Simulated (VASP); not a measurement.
Set up this calculation in VASP 6.6.1, as the native input.

| Item | Value |
| --- | --- |
| Task | single point |
| Functional | r2SCAN |
| Potentials or basis | VASP PAW PBE potentials, release 64 (W_sv) |
| Cutoff | 520 eV |
| k mesh | 9 × 6 × 6 |
| Occupations | fermi-dirac, width 0.05 eV |
| Spin | no spin polarisation |
| Dipole correction | no |
| Further INCAR settings | ALGO = Normal; EDIFF = 1e-07; NBANDS = 36 |

Crystal: W.

```
CELL_PARAMETERS angstrom
2.86477 0.00000 0.00000
0.00000 4.95926 0.00000
0.00000 0.00000 5.02026
ATOMIC_POSITIONS crystal
W 0.79317 0.93684 0.75000
W 0.20683 0.43684 0.75000
W 0.20683 0.06316 0.25000
W 0.79317 0.56316 0.25000
```

These files were run (other wordings do the same):

POSCAR

```
W
1.0
    2.8647674019      0.0000000000      0.0000000000
    0.0000000000      4.9592642186      0.0000000000
    0.0000000000      0.0000000000      5.0202625557
W
4
Direct
    0.7931720000      0.9368430000      0.7500000000
    0.2068280000      0.4368430000      0.7500000000
    0.2068280000      0.0631570000      0.2500000000
    0.7931720000      0.5631570000      0.2500000000
```

INCAR.step1

```
PREC = Accurate
ENCUT = 520
ISMEAR = -1
SIGMA = 0.05
LREAL = F
LASPH = T
NELM = 60
NBANDS = 36
GGA = PE
ALGO = Normal
EDIFF = 1E-4
LWAVE = T
LCHARG = F
```

INCAR.step2

```
PREC = Accurate
ENCUT = 520
EDIFF = 1E-7
ISMEAR = -1
SIGMA = 0.05
LREAL = F
LASPH = T
NELM = 60
ALGO = Normal
ISIF = 2
LWAVE = F
LCHARG = F
METAGGA = R2SCAN
LMIXTAU = T
NBANDS = 36
ISTART = 1
```

KPOINTS

```
regular mesh
0
Gamma
  9 6 6
```

Potentials or basis: VASP PAW PBE potentials, release 64 (W_sv).

Launch:

```sh
$ cat potpaw_PBE.64/W_sv/POTCAR > POTCAR
$ cp INCAR.step1 INCAR
$ mpirun -np 1 vasp_std > vasp.out
$ cp INCAR.step2 INCAR
$ mpirun -np 1 vasp_std > vasp.out
```

Results of the run:

```json
{
 "Pressure": "-19.9 GPa",
 "Largest force": "0.315 eV/Å",
 "Band gap on the k mesh": "zero (bands 28 and 29 overlap by 1.05 eV)"
}
```

Caveat: the cell stands under tension; the PAW data sets were made with another functional, which shifts forces and pressure a little; spin-orbit coupling is left out, which moves the levels of the heavy elements.

Run time: 15 min on 1 thread of Oxide Virtual Turin-like Processor (shared host), peak memory 0.26 GiB.
